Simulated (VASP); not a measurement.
# Lu (Im-3m) in VASP: further runs, part 2 of 2

VASP 6.6.1.

## (5) Single point, revPBE (34.44 Å³/atom)

This run uses another cell than the first one, of 34.44 Å³/atom.

INCAR reads:

```
SYSTEM = Lu
ALGO     = Normal         ! electronic algorithm
EDIFF    = 1E-6           ! SCF threshold, eV
ENCUT    = 520            ! plane-wave cutoff, eV
GGA      = RE             ! functional
ISIF     = 2              ! what is computed and relaxed
ISMEAR   = -1             ! smearing method
LASPH    = .TRUE.         ! aspherical terms in the spheres
LCHARG   = .TRUE.         ! write CHGCAR
LELF     = .TRUE.         ! ELF
LREAL    = .FALSE.        ! projectors in reciprocal space
LVHAR    = .TRUE.       
LWAVE    = .FALSE.        ! write WAVECAR
NBANDS   = 18             ! bands
NELM     = 80             ! most SCF steps
PREC     = Accurate       ! precision mode
SIGMA    = 0.1            ! smearing width, eV
```

KPOINTS reads:

```
k-points
0
G
  13 13 13
  0 0 0
```

POSCAR reads:

```
Lu
1.0
   -2.0496410271      2.0496410271      2.0496410271
    2.0496410271     -2.0496410271      2.0496410271
    2.0496410271      2.0496410271     -2.0496410271
Lu
1
Direct
    0.0000000000      0.0000000000      0.0000000000
```

Potentials or basis: VASP PAW PBE potentials, release 64 (Lu).

The run is started by

```console
cat potpaw_PBE.64/Lu/POTCAR > POTCAR
mpirun -np 1 vasp_std > vasp.out
```

OUTCAR:

```text
SYSTEM = Lu
   EDIFF = 1E-6
   ENCUT = 520
   GGA = RE
   ISIF = 2
   ISMEAR = -1
   LASPH = .TRUE.
   LREAL = .FALSE.
   NELM = 80
   PREC = Accurate

 ion  position               nearest neighbor table
   1  0.000  0.000  0.000-

  LATTYP: Found a body centered cubic cell.
 ALAT       =     4.0992820542

  Lattice vectors:

 A1 = (  -2.0496410271,   2.0496410271,   2.0496410271)
 A2 = (   2.0496410271,  -2.0496410271,   2.0496410271)
 A3 = (   2.0496410271,   2.0496410271,  -2.0496410271)

Analysis of symmetry for initial positions (statically):
=====================================================================
 Subroutine PRICEL returns:
 Original cell was already a primitive cell.

 Routine SETGRP: Setting up the symmetry group for a
 body centered cubic supercell.

 Subroutine GETGRP returns: Found 48 space group operations
 (whereof 48 operations were pure point group operations)
 out of a pool of 48 trial point group operations.

The static configuration has the point symmetry O_h .

Analysis of symmetry for dynamics (positions and initial velocities):
=====================================================================
 Subroutine PRICEL returns:
 Original cell was already a primitive cell.

 Routine SETGRP: Setting up the symmetry group for a
 body centered cubic supercell.

 Subroutine GETGRP returns: Found 48 space group operations
 (whereof 48 operations were pure point group operations)
 out of a pool of 48 trial point group operations.

The dynamic configuration has the point symmetry O_h .

 Subroutine INISYM returns: Found 48 space group operations
 (whereof 48 operations are pure point group operations),
 and found     1 'primitive' translations

----------------------------------------------------------------------------------------

                                     Primitive cell

  volume of cell :      34.4424

  direct lattice vectors                    reciprocal lattice vectors
    -2.049641027  2.049641027  2.049641027     0.000000000  0.243945156  0.243945156
     2.049641027 -2.049641027  2.049641027     0.243945156  0.000000000  0.243945156
     2.049641027  2.049641027 -2.049641027     0.243945156  0.243945156  0.000000000

  length of vectors
     3.550082396  3.550082396  3.550082396     0.344990548  0.344990548  0.344990548

  position of ions in fractional coordinates (direct lattice)
     0.000000000  0.000000000  0.000000000

  ion indices of the primitive-cell ions
   primitive index   ion index
                 1           1

----------------------------------------------------------------------------------------

 KPOINTS: k-points

Automatic generation of k-mesh.
 Grid dimensions read from file:
 generate k-points for:   13   13   13

 Generating k-lattice:

  Cartesian coordinates                     Fractional coordinates (reciprocal lattice)
     0.000000000  0.018765012  0.018765012     0.076923077  0.000000000  0.000000000
     0.018765012  0.000000000  0.018765012     0.000000000  0.076923077  0.000000000
     0.018765012  0.018765012  0.000000000     0.000000000  0.000000000  0.076923077

  Length of vectors
     0.026537734  0.026537734  0.026537734

  Shift w.r.t. Gamma in fractional coordinates (k-lattice)
     0.000000000  0.000000000  0.000000000

 Subroutine IBZKPT returns following result:
 ===========================================

 Found     84 irreducible k-points:

 Following reciprocal coordinates:
            Coordinates               Weight
  0.000000  0.000000  0.000000      1.000000
  0.076923  0.000000  0.000000     12.000000
  0.153846  0.000000  0.000000     12.000000
  0.230769  0.000000  0.000000     12.000000
  0.307692  0.000000  0.000000     12.000000
  0.384615  0.000000  0.000000     12.000000
[... 16 lines left out ...]
  0.153846  0.076923  0.076923     24.000000
  0.230769  0.076923  0.076923     24.000000
 [... further k-points ...]
   k-points           NKPTS =     84   k-points in BZ     NKDIM =     84   number of bands    NBANDS=     18
   number of dos      NEDOS =    301   number of ions     NIONS =      1
   total plane-waves  NPLWV =  21952
   dimension x,y,z NGX =    28 NGY =   28 NGZ =   28
   dimension x,y,z NGXF=    56 NGYF=   56 NGZF=   56
   ions per type =               1
   NGX,Y,Z   is equivalent  to a cutoff of  13.11, 13.11, 13.11 a.u.
   NGXF,Y,Z  is equivalent  to a cutoff of  26.22, 26.22, 26.22 a.u.
 SYSTEM =  Lu
   PREC   = accura    normal or accurate (medium, high low for compatibility)
   ISTART =      0    job   : 0-new  1-cont  2-samecut
   ICHARG =      2    charge: 1-file 2-atom 10-const
   ISPIN  =      1    spin polarized calculation?
   LNONCOLLINEAR =      F non collinear calculations
   LSORBIT =      F    spin-orbit coupling
   LASPH  =      T    aspherical Exc in radial PAW
   ENCUT  =  520.0 eV  38.22 Ry    6.18 a.u.   6.60  6.60  6.60*2*pi/ulx,y,z
   NELM   =     80;   NELMIN=  2; NELMDL= -5     # of ELM steps
   EDIFF  = 0.1E-05   stopping-criterion for ELM
   LREAL  =      F    real-space projection
[... 7 lines left out ...]
   TEBEG  =    0.0;   TEEND  =   0.0 temperature during run
   PSTRESS=    0.0 pullay stress
   NELECT =      25.0000    total number of electrons
   NUPDOWN=      -1.0000    fix difference up-down
   EMIN   =  10.00;   EMAX   =-10.00  energy-range for DOS
   EFERMI =   0.00;   METHOD = LEGACY
   ISMEAR =    -1;   SIGMA  =   0.10  broadening in eV -4-tet -1-fermi 0-gaus
   EFERMI_NEDOS =   21; number of points for ismear=-14 and -15
   IALGO  =     38    algorithm
   IMIX   =      4    mixing-type and parameters
     AMIX     =   0.40;   BMIX     =  1.00
     AMIX_MAG =   1.60;   BMIX_MAG =  1.00
  volume/ion in A,a.u.               =      34.44       232.43
  Fermi-wavevector in a.u.,A,eV,Ry     =   1.471263  2.780284 29.451379  2.164615
  Thomas-Fermi vector in A             =   2.586420
   LORBIT       =      0    0 simple, 1 ext, 2 COOP (PROOUT), +10 PAW based schemes
   GGA     = RE    functional components
   LHFCALC =     F    Hartree Fock is set to
   AEXX    =    0.0000 exact exchange contribution
   IVDW    =     0    specifies the selected vdW correction
   LEPSILON=     F    determine dielectric tensor
   LRPA    =     F    only Hartree local field effects (RPA)
 non-spin polarized calculation
  energy-cutoff  :      520.00
  volume of cell :       34.44
 maximum number of plane-waves:       959
   NGX = 13   NGY = 13   NGZ = 13

 number of electron      25.0000002 magnetization

 Free energy of the ion-electron system (eV)
  ---------------------------------------------------
  ext. energy  EPLUGINS =         0.00000000
  ---------------------------------------------------
  free energy    TOTEN  =        -4.10282357 eV

  energy without entropy =       -4.02807262  energy(sigma->0) =       -4.06544809

 E-fermi :   1.7881     XC(G=0):  -9.8010

 val. band max:        1.7790403369   @ k =  -0.3077   0.3846   0.2308
 cond. band min:       1.7958968007   @ k =   0.2308   0.1538   0.1538
 fundamental gap:      0.0168564638
 Fermi energy:         1.7880802331

 k-point     1 :       0.0000    0.0000    0.0000
  band No.  band energies     occupation
      1     -55.0534      2.00000
      2     -25.5331      2.00000
      3     -25.5331      2.00000
      4     -25.5331      2.00000
      5      -3.8844      2.00000
      6      -3.6864      2.00000
[... 10 lines left out ...]
     17       5.6513      0.00000
     18      12.6114      0.00000

 k-point     2 :       0.0769    0.0000    0.0000
  band No.  band energies     occupation
      1     -55.0526      2.00000
      2     -25.5491      2.00000
      3     -25.5385      2.00000
      4     -25.5331      2.00000
      5      -3.7395      2.00000
      6      -3.6854      2.00000
[... 10 lines left out ...]
     17       5.6518      0.00000
     18      12.7403      0.00000
[... 442 lines left out ...]
 k-point    24 :       0.2308    0.0769    0.0769
  band No.  band energies     occupation
      1     -55.0433      2.00000
      2     -25.7257      2.00000
      3     -25.5934      2.00000
      4     -25.5464      2.00000
      5      -3.6745      2.00000
      6      -3.6653      2.00000
[... 10 lines left out ...]
     17       6.2896      0.00000
     18      10.3506      0.00000

 [... further k-points ...]

------------------------ aborting loop because EDIFF is reached ----------------------------------------

  FORCE on cell =-STRESS in cart. coord.  units (eV):
  Direction    XX          YY          ZZ          XY          YZ          ZX
  --------------------------------------------------------------------------------------
  -------------------------------------------------------------------------------------
  Total       -0.8190774     -0.8190774     -0.8190774      0.0000000     -0.0000000     -0.0000000
  in kB      -38.1015056    -38.1015056    -38.1015056      0.0000000     -0.0000000     -0.0000000
  external PRESSURE =     -38.1015056 kB  Pullay stress =       0.0000000 kB

 VOLUME and BASIS-vectors are now :
 -----------------------------------------------------------------------------
  energy-cutoff  :      520.00
  volume of cell :       34.44
      direct lattice vectors                 reciprocal lattice vectors
    -2.049641027  2.049641027  2.049641027     0.000000000  0.243945156  0.243945156
     2.049641027 -2.049641027  2.049641027     0.243945156  0.000000000  0.243945156
     2.049641027  2.049641027 -2.049641027     0.243945156  0.243945156  0.000000000

 POSITION                                       TOTAL-FORCE (eV/Angst)
 -----------------------------------------------------------------------------------
      0.00000      0.00000      0.00000         0.000000      0.000000     -0.000000
 -----------------------------------------------------------------------------------
    total drift:                               -0.000000     -0.000000     -0.000000

  FREE ENERGIE OF THE ION-ELECTRON SYSTEM (eV)
  ---------------------------------------------------
  free  energy   TOTEN  =        -4.1028235656 eV

  energy  without entropy=       -4.0280726196  energy(sigma->0) =       -4.06544809
```

It took 31 s on 1 thread of Intel Xeon Platinum 8559C (Emerald Rapids), shared host; peak memory 0.2 GiB.

Results:

- Free energy: -4.1028 eV
- Pressure: -3.8 GPa
- Band gap on the k mesh: zero (an odd number of electrons rules out a gap without spin polarisation)

Levels at points of the mesh, in eV from the Fermi level:
```tsv
k point	band 9	band 10	band 11	band 12	band 13	band 14	band 15	band 16
(0.00, 0.00, 0.00)	-5.41	-5.41	-5.41	-5.41	1.99	1.99	1.99	3.86
```

Caveat: the cell stands under tension; the PAW data sets were made with another functional, which shifts forces and pressure a little; spin-orbit coupling is left out, which moves the levels of the heavy elements.

## (6) Relaxation of cell and atoms, revPBE

This run uses another cell than the first one, of 29.50 Å³/atom.

INCAR reads:

```
PREC = Accurate
ENCUT = 600
EDIFF = 1E-6
ISMEAR = -1
SIGMA = 0.1
LREAL = F
LASPH = T
NELM = 60
ALGO = Normal
ISIF = 3
LWAVE = F
LCHARG = F
GGA = RE
IBRION = 2
NSW = 80
EDIFFG = -0.01
```

KPOINTS reads:

```
Automatic mesh
0
Gamma
  11 11 11
```

POSCAR reads:

```
Lu
1.0
   -1.9464185914      1.9464185914      1.9464185914
    1.9464185914     -1.9464185914      1.9464185914
    1.9464185914      1.9464185914     -1.9464185914
Lu
1
Direct
    0.0000000000      0.0000000000      0.0000000000
```

Potentials or basis: VASP PAW PBE potentials, release 64 (Lu).

The run is started by

```console
cat potpaw_PBE.64/Lu/POTCAR > POTCAR
mpirun -np 1 vasp_std > vasp.out
```

OUTCAR:

```text
PREC = Accurate
   ENCUT = 600
   EDIFF = 1E-6
   ISMEAR = -1
   LREAL = F
   LASPH = T
   NELM = 60
   ISIF = 3
   GGA = RE
   IBRION = 2
   NSW = 80
   EDIFFG = -0.01

 ion  position               nearest neighbor table
   1  0.000  0.000  0.000-

  LATTYP: Found a body centered cubic cell.
 ALAT       =     3.8928371828

  Lattice vectors:

 A1 = (  -1.9464185914,   1.9464185914,   1.9464185914)
 A2 = (   1.9464185914,  -1.9464185914,   1.9464185914)
 A3 = (   1.9464185914,   1.9464185914,  -1.9464185914)

Analysis of symmetry for initial positions (statically):
=====================================================================
 Subroutine PRICEL returns:
 Original cell was already a primitive cell.

 Routine SETGRP: Setting up the symmetry group for a
 body centered cubic supercell.

 Subroutine GETGRP returns: Found 48 space group operations
 (whereof 48 operations were pure point group operations)
 out of a pool of 48 trial point group operations.

The static configuration has the point symmetry O_h .

[... 165 lines left out ...]
  -------------------------------------------------------------------------------------
  Total        0.3934863      0.3934863      0.3934863     -0.0000000     -0.0000000     -0.0000000
  in kB       21.3732947     21.3732947     21.3732947     -0.0000000     -0.0000000     -0.0000000
  external PRESSURE =      21.3732947 kB  Pullay stress =       0.0000000 kB
[... 57 lines left out ...]
--------------------------------------- Ionic step        3  -------------------------------------------

 number of electron      25.0000011 magnetization

 Free energy of the ion-electron system (eV)
  ---------------------------------------------------
  ext. energy  EPLUGINS =         0.00000000
  ---------------------------------------------------
  free energy    TOTEN  =        -4.14970851 eV

  energy without entropy =       -4.07902096  energy(sigma->0) =       -4.11436474

 E-fermi :   2.2221     XC(G=0): -10.2951

 val. band max:        2.2103104358   @ k =   0.3636   0.1818   0.0000
 cond. band min:       2.2332063353   @ k =  -0.3636   0.4545   0.0909
 fundamental gap:      0.0228958995
 Fermi energy:         2.2221266572

 k-point     1 :       0.0000    0.0000    0.0000
  band No.  band energies     occupation
      1     -54.3368      2.00000
      2     -24.7768      2.00000
      3     -24.7768      2.00000
      4     -24.7768      2.00000
      5      -3.7696      2.00000
      6      -3.0277      2.00000
[... 433 lines left out ...]
      3     -24.9594      2.00000
      4     -24.8401      2.00000
      5      -3.0129      2.00000
      6      -3.0005      2.00000
[... 8 lines left out ...]
     15       6.5771      0.00000
     16       7.1732      0.00000

 [... further k-points ...]

------------------------ aborting loop because EDIFF is reached ----------------------------------------

  FORCE on cell =-STRESS in cart. coord.  units (eV):
  Direction    XX          YY          ZZ          XY          YZ          ZX
  --------------------------------------------------------------------------------------
  -------------------------------------------------------------------------------------
  Total       -0.0051554     -0.0051554     -0.0051554      0.0000000      0.0000000     -0.0000000
  in kB       -0.2680043     -0.2680043     -0.2680043      0.0000000      0.0000000     -0.0000000
  external PRESSURE =      -0.2680043 kB  Pullay stress =       0.0000000 kB
[... 16 lines left out ...]
  FREE ENERGIE OF THE ION-ELECTRON SYSTEM (eV)
  ---------------------------------------------------
  free  energy   TOTEN  =        -4.1497085103 eV

  energy  without entropy=       -4.0790209609  energy(sigma->0) =       -4.11436474

 reached required accuracy - stopping structural energy minimisation
```

CONTCAR:

```text
Lu
   1.00000000000000
    -1.9751029943807221    1.9751029943807221    1.9751029943807221
     1.9751029943807221   -1.9751029943807221    1.9751029943807221
     1.9751029943807221    1.9751029943807221   -1.9751029943807221
  Lu
     1
Direct
     0.0000000000000000    0.0000000000000000    0.0000000000000000

  0.00000000E+00  0.00000000E+00  0.00000000E+00
```

It took 48 s on 1 thread of Intel Xeon Platinum 8559C (Emerald Rapids), shared host; peak memory 0.19 GiB.

Results:

```yaml
Free_energy: -4.1497 eV
Relaxed_volume: 30.82 Å³/atom
Relaxed_cell: a = 3.421 Å, b = 3.421 Å, c = 3.421 Å, α = 109.47°, β = 109.47°, γ = 109.47°
Space_group_after_relaxing_to_0.1_Å: Im-3m (No. 229)
Energy_gained_by_relaxing: 8.1 meV/atom
Ionic_steps: 3
Pressure_after_relaxing: 0.0 GPa
Band_gap_on_the_k_mesh: zero (an odd number of electrons rules out a gap without spin polarisation)
```

Step by step:
| step | energy change (eV) | largest force (eV/Å) | pressure (GPa) | volume (Å³) |
| --- | --- | --- | --- | --- |
| 1 | 0.0000 | 0.0000 | 2.14 | 29.50 |
| 2 | -0.0075 | 0.0000 | -0.42 | 31.21 |
| 3 | -0.0081 | 0.0000 | -0.03 | 30.82 |

Final structure:
```yaml
crystal:
  lattice:
    - [-1.97510, 1.97510, 1.97510]
    - [1.97510, -1.97510, 1.97510]
    - [1.97510, 1.97510, -1.97510]
  atoms:
    - { symbol: Lu, position: [0.00000, 0.00000, 0.00000] }
```

Caveat: the PAW data sets were made with another functional, which shifts forces and pressure a little; spin-orbit coupling is left out, which moves the levels of the heavy elements.

## (7) Single point, revPBE

INCAR reads:

```
SYSTEM = Lu
PREC = Accurate
ENCUT = 520
EDIFF = 1E-6
ISMEAR = -1
SIGMA = 0.1
LREAL = .False.
LASPH = .True.
NELM = 100
ALGO = Normal
ISIF = 2
LWAVE = .False.
LCHARG = .False.
GGA = RE
NBANDS = 18
```

KPOINTS reads:

```
Automatic mesh
0
Gamma
  18 18 18
  0 0 0
```

POSCAR reads:

```
Lu
1.0
   -1.9736575400      1.9736575400      1.9736575400
    1.9736575400     -1.9736575400      1.9736575400
    1.9736575400      1.9736575400     -1.9736575400
Lu
1
Direct
    0.0000000000      0.0000000000      0.0000000000
```

The run is started by

```console
cat potpaw_PBE.64/Lu/POTCAR > POTCAR
mpirun -np 1 vasp_std > vasp.out
```

Wall time 51 s (1 thread of Intel Xeon Platinum 8559C (Emerald Rapids), shared host); peak memory 0.25 GiB.

Results (log left out):

* Free energy: -4.1484 eV
* Pressure: 0.1 GPa
* Band gap on the k mesh: zero (an odd number of electrons rules out a gap without spin polarisation)

Levels at points of the mesh, in eV from the Fermi level:
```csv
k point,band 9,band 10,band 11,band 12,band 13,band 14,band 15,band 16
"(0.00, 0.00, 0.00)",-5.16,-5.16,-5.16,-5.15,2.11,2.11,2.11,4.22
"(0.50, 0.00, 0.00)",-5.18,-5.17,-5.16,-2.43,0.32,0.45,3.98,4.91
"(0.50, 0.50, 0.50)",-5.16,-5.16,-5.16,-1.37,-1.37,5.38,5.38,5.38
```

Caveat: the PAW data sets were made with another functional, which shifts forces and pressure a little; spin-orbit coupling is left out, which moves the levels of the heavy elements.

## (8) Summary

| task | cell | k mesh | cutoff (eV) | gap on the mesh (eV) | pressure (GPa) |
| --- | --- | --- | --- | --- | --- |
| single point | a = 3.418 Å, angles 109.5°, 1 atom | 13 × 13 × 13 | 520 | none | 0.1 |
| single point | a = 3.463 Å, angles 109.5°, 1 atom | 13 × 13 × 13 | 520 | none | -1.4 |
| single point | a = 3.507 Å, angles 109.5°, 1 atom | 13 × 13 × 13 | 520 | none | -2.7 |
| single point | a = 3.550 Å, angles 109.5°, 1 atom | 13 × 13 × 13 | 520 | none | -3.8 |
| relaxation of cell and atoms | relaxed from a = 3.371 Å, angles 109.5°, 1 atom | 11 × 11 × 11 | 600 | none | 0.0 |
| single point | a = 3.418 Å, angles 109.5°, 1 atom | 18 × 18 × 18 | 520 | none | 0.1 |

Alike in all rows: level revPBE; potentials or basis VASP PAW PBE potentials, release 64 (Lu); no spin polarisation; smearing fermi-dirac 0.1 eV.

Caveats: the PAW data sets were made with another functional, which shifts forces and pressure a little; spin-orbit coupling is left out, which moves the levels of the heavy elements; the cell stands under tension (at least some runs).

Total energies depend on the potentials used, so only differences within one code and one set of settings carry meaning.

The gap in the log of VASP goes by the Fermi energy; the results here count the filled bands.